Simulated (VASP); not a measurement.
# MgO (I4/mmm) in VASP: a series of runs

Runs on MgO. Level: r2SCAN. Tasks: single point.

Everything below comes from runs of VASP 6.6.1. Logs are shortened: lines on timing, memory, paths and dates and some standing lists are left out, and cuts for length are marked.

## Step 1: The cell of the first run

Symmetry: I4/mmm, No. 139, tetragonal system. The conventional cell has a = 2.995 Å, b = 2.995 Å, c = 4.078 Å, α = 90.00°, β = 90.00°, γ = 90.00°. Within 2.7 Å of Mg (site symmetry 4/mmm) lie 6 O at 2.04 to 2.12 Å. Within 2.7 Å of O (site symmetry 4/mmm) lie 6 Mg at 2.04 to 2.12 Å.

## Step 2: Single point, r2SCAN (uniaxial strain along c: -3.0 %, then relaxed in part)

File POSCAR:

```
MgO
1.0
    2.1179674593      2.1179674593      0.0000000000
   -2.1179674593      2.1179674593      0.0000000000
    0.0000000000      0.0000000000      4.0782698471
Mg O
2 2
Direct
    0.0000000000      0.0000000000      0.0000000000
    0.5000000000      0.5000000000      0.5000000000
    0.5000000000      0.5000000000      0.0000000000
    0.0000000000      0.0000000000      0.5000000000
```

File INCAR.step1:

```
ALGO = Normal
EDIFF = 1E-4
ENCUT = 520
GGA = PE
ISMEAR = 0
LASPH = True
LCHARG = False
LREAL = False
LWAVE = True
NBANDS = 16
NELM = 60
PREC = Accurate
SIGMA = 0.02
```

File INCAR.step2:

```
ALGO = Normal
EDIFF = 1E-6
ENCUT = 520
ISIF = 2
ISMEAR = 0
ISTART = 1
LASPH = True
LCHARG = False
LMIXTAU = True
LREAL = False
LWAVE = False
METAGGA = R2SCAN
NBANDS = 16
NELM = 60
PREC = Accurate
SIGMA = 0.02
```

File KPOINTS:

```
k-points
0
Gamma
  8 8 6
```

Potentials or basis: VASP PAW PBE potentials, release 64 (Mg, O).

Run with:

```console
cat potpaw_PBE.64/Mg/POTCAR potpaw_PBE.64/O/POTCAR > POTCAR
cp INCAR.step1 INCAR
mpirun -np 1 vasp_std > vasp.out
cp INCAR.step2 INCAR
mpirun -np 1 vasp_std > vasp.out
```

OUTCAR:

```text
EDIFF = 1E-6
   ENCUT = 520
   ISIF = 2
   ISMEAR = 0
   ISTART = 1
   LASPH = True
   LREAL = False
   METAGGA = R2SCAN
   NELM = 60
   PREC = Accurate

 ion  position               nearest neighbor table
   1  0.000  0.000  0.000-   4 2.04   4 2.04   3 2.12   3 2.12   3 2.12   3 2.12   2 2.94   2 2.94
                             2 2.94   2 2.94   2 2.94   2 2.94   2 2.94   2 2.94
   2  0.500  0.500  0.500-   3 2.04   3 2.04   4 2.12   4 2.12   4 2.12   4 2.12   1 2.94   1 2.94
                             1 2.94   1 2.94   1 2.94   1 2.94   1 2.94   1 2.94
   3  0.500  0.500  0.000-   2 2.04   2 2.04   1 2.12   1 2.12   1 2.12   1 2.12
   4  0.000  0.000  0.500-   1 2.04   1 2.04   2 2.12   2 2.12   2 2.12   2 2.12

  LATTYP: Found a simple tetragonal cell.
 ALAT       =     2.9952583056
 C/A-ratio  =     1.3615753404

  Lattice vectors:

 A1 = (   2.1179674593,   2.1179674593,   0.0000000000)
 A2 = (  -2.1179674593,   2.1179674593,   0.0000000000)
 A3 = (   0.0000000000,   0.0000000000,   4.0782698471)

Analysis of symmetry for initial positions (statically):
=====================================================================
 Subroutine PRICEL returns following result:

  LATTYP: Found a body centered tetragonal cell.
 ALAT       =     2.9952583056
 C/A-ratio  =     1.3615753404

  Lattice vectors:

 A1 = (   0.0000000000,  -2.1179674593,  -2.0391349235)
 A2 = (   0.0000000000,   2.1179674593,  -2.0391349236)
 A3 = (   2.1179674593,   0.0000000000,   2.0391349235)

   2 primitive cells build up your supercell.

 Routine SETGRP: Setting up the symmetry group for a
 simple tetragonal supercell.

 Subroutine GETGRP returns: Found 16 space group operations
 (whereof 16 operations were pure point group operations)
 out of a pool of 16 trial point group operations.

The static configuration has the point symmetry D_4h.

Analysis of symmetry for dynamics (positions and initial velocities):
=====================================================================
 Subroutine PRICEL returns following result:

  LATTYP: Found a body centered tetragonal cell.
 ALAT       =     2.9952583056
 C/A-ratio  =     1.3615753404

  Lattice vectors:

 A1 = (   0.0000000000,  -2.1179674593,  -2.0391349235)
 A2 = (   0.0000000000,   2.1179674593,  -2.0391349236)
 A3 = (   2.1179674593,   0.0000000000,   2.0391349235)

   2 primitive cells build up your supercell.

 Routine SETGRP: Setting up the symmetry group for a
 simple tetragonal supercell.

 Subroutine GETGRP returns: Found 16 space group operations
 (whereof 16 operations were pure point group operations)
 out of a pool of 16 trial point group operations.

The dynamic configuration has the point symmetry D_4h.

 Subroutine INISYM returns: Found 16 space group operations
 (whereof 16 operations are pure point group operations),
 and found     2 'primitive' translations

----------------------------------------------------------------------------------------

                                     Primitive cell

  volume of cell :      18.2942

  direct lattice vectors                    reciprocal lattice vectors
     0.000000000 -2.117967459 -2.039134924     0.236075393 -0.236075393 -0.245202019
     0.000000000  2.117967459 -2.039134924     0.236075393  0.236075393 -0.245202019
     2.117967459  0.000000000  2.039134924     0.472150786  0.000000000  0.000000000

  length of vectors
     2.940043774  2.940043774  2.940043774     0.414230868  0.414230868  0.472150786

  position of ions in fractional coordinates (direct lattice)
     0.000000000  0.000000000  0.000000000
     0.500000000  0.500000000  0.000000000

  ion indices of the primitive-cell ions
   primitive index   ion index
                 1           1
                 2           4

----------------------------------------------------------------------------------------

 KPOINTS: k-points

Automatic generation of k-mesh.
 Grid dimensions read from file:
 generate k-points for:    8    8    6

 Generating k-lattice:

  Cartesian coordinates                     Fractional coordinates (reciprocal lattice)
     0.029509424  0.029509424  0.000000000     0.125000000  0.000000000  0.000000000
    -0.029509424  0.029509424  0.000000000     0.000000000  0.125000000  0.000000000
     0.000000000  0.000000000  0.040867003     0.000000000  0.000000000  0.166666667

  Length of vectors
     0.041732628  0.041732628  0.040867003

  Shift w.r.t. Gamma in fractional coordinates (k-lattice)
     0.000000000  0.000000000  0.000000000

 Subroutine IBZKPT returns following result:
 ===========================================

 Found     60 irreducible k-points:

 Following reciprocal coordinates:
            Coordinates               Weight
  0.000000  0.000000  0.000000      1.000000
  0.125000  0.000000  0.000000      4.000000
  0.250000  0.000000  0.000000      4.000000
  0.375000  0.000000  0.000000      4.000000
  0.500000  0.000000  0.000000      2.000000
  0.125000  0.125000  0.000000      4.000000
[... 16 lines left out ...]
  0.375000  0.125000  0.166667     16.000000
  0.500000  0.125000  0.166667      8.000000
 [... further k-points ...]
   k-points           NKPTS =     60   k-points in BZ     NKDIM =     60   number of bands    NBANDS=     16
   number of dos      NEDOS =    301   number of ions     NIONS =      4
   total plane-waves  NPLWV =  17280
   dimension x,y,z NGX =    24 NGY =   24 NGZ =   30
   dimension x,y,z NGXF=    48 NGYF=   48 NGZF=   60
   ions per type =               2   2
   NGX,Y,Z   is equivalent  to a cutoff of  13.32, 13.32, 12.23 a.u.
   NGXF,Y,Z  is equivalent  to a cutoff of  26.64, 26.64, 24.46 a.u.
 SYSTEM =  unknown system
   PREC   = accura    normal or accurate (medium, high low for compatibility)
   ISTART =      1    job   : 0-new  1-cont  2-samecut
   ICHARG =      0    charge: 1-file 2-atom 10-const
   ISPIN  =      1    spin polarized calculation?
   LNONCOLLINEAR =      F non collinear calculations
   LSORBIT =      F    spin-orbit coupling
   LASPH  =      T    aspherical Exc in radial PAW
   ENCUT  =  520.0 eV  38.22 Ry    6.18 a.u.   5.57  5.57  7.58*2*pi/ulx,y,z
   NELM   =     60;   NELMIN=  2; NELMDL=  0     # of ELM steps
   EDIFF  = 0.1E-05   stopping-criterion for ELM
   LREAL  =      F    real-space projection
   EDIFFG = 0.1E-04   stopping-criterion for IOM
   NSW    =      0    number of steps for IOM
   IBRION =     -1    ionic relax: 0-MD 1-quasi-New 2-CG
   NFREE  =      0    steps in history (QN), initial steepest desc. (CG)
   ISIF   =      2    stress and relaxation
   ISYM   =      2    0-nonsym 1-usesym 2-fastsym
   POTIM  = 0.5000    time-step for ionic-motion
   TEBEG  =    0.0;   TEEND  =   0.0 temperature during run
   PSTRESS=    0.0 pullay stress
   NELECT =      16.0000    total number of electrons
   NUPDOWN=      -1.0000    fix difference up-down
   EMIN   =  10.00;   EMAX   =-10.00  energy-range for DOS
   EFERMI =   0.00;   METHOD = LEGACY
   ISMEAR =     0;   SIGMA  =   0.02  broadening in eV -4-tet -1-fermi 0-gaus
   EFERMI_NEDOS =   21; number of points for ismear=-14 and -15
   IALGO  =     38    algorithm
   IMIX   =      4    mixing-type and parameters
     AMIX     =   0.40;   BMIX     =  1.00
     AMIX_MAG =   1.60;   BMIX_MAG =  1.00
  volume/ion in A,a.u.               =       9.15        61.73
  Fermi-wavevector in a.u.,A,eV,Ry     =   1.242606  2.348184 21.008331  1.544069
  Thomas-Fermi vector in A             =   2.376953
   LORBIT       =      0    0 simple, 1 ext, 2 COOP (PROOUT), +10 PAW based schemes
   METAGGA = R2SCAN    functional components
   LHFCALC =     F    Hartree Fock is set to
   AEXX    =    0.0000 exact exchange contribution
   IVDW    =     0    specifies the selected vdW correction
   LEPSILON=     F    determine dielectric tensor
   LRPA    =     F    only Hartree local field effects (RPA)
 non-spin polarized calculation
 Gauss-broadening in eV      SIGMA  =   0.02
  energy-cutoff  :      520.00
  volume of cell :       36.59
 maximum number of plane-waves:      1003
 NGX is ok and might be reduce to    24
   NGX = 11   NGY = 11   NGZ = 15

 number of electron      15.9999989 magnetization

 Free energy of the ion-electron system (eV)
  ---------------------------------------------------
  ext. energy  EPLUGINS =         0.00000000
  ---------------------------------------------------
  free energy    TOTEN  =       -32.29418767 eV

  energy without entropy =      -32.29418767  energy(sigma->0) =      -32.29418767

 E-fermi :   3.0528     XC(G=0): -11.7013

 val. band max:        2.9568945504   @ k =   0.0000   0.0000   0.0000
 cond. band min:       8.7356022869   @ k =   0.0000   0.0000   0.0000
 fundamental gap:      5.7787077365
 Fermi energy:         3.0527709297

 k-point     1 :       0.0000    0.0000    0.0000
  band No.  band energies     occupation
      1     -15.3820      2.00000
      2     -13.7586      2.00000
      3      -1.1601      2.00000
      4       1.4116      2.00000
      5       1.4116      2.00000
      6       2.8687      2.00000
[... 8 lines left out ...]
     15      20.1759      0.00000
     16      23.3433      0.00000

 k-point     2 :       0.1250    0.0000    0.0000
  band No.  band energies     occupation
      1     -15.2736      2.00000
      2     -13.7548      2.00000
      3      -1.0120      2.00000
      4       0.9948      2.00000
      5       1.4701      2.00000
      6       2.3467      2.00000
[... 8 lines left out ...]
     15      20.4028      0.00000
     16      22.9604      0.00000

 k-point     3 :       0.2500    0.0000    0.0000
  band No.  band energies     occupation
      1     -14.9754      2.00000
      2     -13.7754      2.00000
      3      -0.5828      2.00000
      4       0.1533      2.00000
      5       1.1391      2.00000
      6       1.6375      2.00000
[... 8 lines left out ...]
     15      20.8349      0.00000
     16      22.3806      0.00000
[... 362 lines left out ...]
 k-point    23 :       0.3750    0.1250    0.1667
  band No.  band energies     occupation
      1     -14.4414      2.00000
      2     -13.8958      2.00000
      3      -0.9090      2.00000
      4      -0.4024      2.00000
      5       0.6426      2.00000
      6       1.7835      2.00000
[... 8 lines left out ...]
     15      21.0304      0.00000
     16      21.4401      0.00000

 k-point    24 :       0.5000    0.1250    0.1667
  band No.  band energies     occupation
      1     -14.1064      2.00000
      2     -14.1064      2.00000
      3      -0.9214      2.00000
      4      -0.9214      2.00000
      5       1.2550      2.00000
      6       1.2550      2.00000
[... 8 lines left out ...]
     15      21.3209      0.00000
     16      21.3209      0.00000

 [... further k-points ...]

------------------------ aborting loop because EDIFF is reached ----------------------------------------

  FORCE on cell =-STRESS in cart. coord.  units (eV):
  Direction    XX          YY          ZZ          XY          YZ          ZX
  --------------------------------------------------------------------------------------
  -------------------------------------------------------------------------------------
  Total       -0.2581800     -0.2581800      1.9379726      0.0000000     -0.0000000      0.0000000
  in kB      -11.3054716    -11.3054716     84.8620830      0.0000000     -0.0000000      0.0000000
  external PRESSURE =      20.7503800 kB  Pullay stress =       0.0000000 kB

 VOLUME and BASIS-vectors are now :
 -----------------------------------------------------------------------------
  energy-cutoff  :      520.00
  volume of cell :       36.59
      direct lattice vectors                 reciprocal lattice vectors
     2.117967459  2.117967459  0.000000000     0.236075393  0.236075393  0.000000000
    -2.117967459  2.117967459  0.000000000    -0.236075393  0.236075393  0.000000000
     0.000000000  0.000000000  4.078269847     0.000000000  0.000000000  0.245202019

 POSITION                                       TOTAL-FORCE (eV/Angst)
 -----------------------------------------------------------------------------------
      0.00000      0.00000      0.00000         0.000000      0.000000     -0.000000
      0.00000      2.11797      2.03913         0.000000      0.000000     -0.000000
      0.00000      2.11797      0.00000         0.000000      0.000000      0.000000
      0.00000      0.00000      2.03913        -0.000000     -0.000000     -0.000000
 -----------------------------------------------------------------------------------
    total drift:                                0.000000     -0.000000     -0.000000

  FREE ENERGIE OF THE ION-ELECTRON SYSTEM (eV)
  ---------------------------------------------------
  free  energy   TOTEN  =       -32.2941876734 eV

  energy  without entropy=      -32.2941876734  energy(sigma->0) =      -32.29418767
```

It took 2.5 min on 1 thread of Intel Xeon 8259CL, shared host; peak memory 0.17 GiB.

Results:

* Free energy: -32.2942 eV
* Pressure: 2.1 GPa
* Band gap on the k mesh: 5.78 eV

Stress tensor (GPa, compression positive):
```
-1.13  0.00  0.00
 0.00 -1.13  0.00
 0.00  0.00  8.49
```

Caveat: the cell differs from its parent crystal (uniaxial strain along c: -3.0 %, then relaxed in part); the PAW data sets were made with another functional, which shifts forces and pressure a little.

(Part 1 of 2 ends here.)
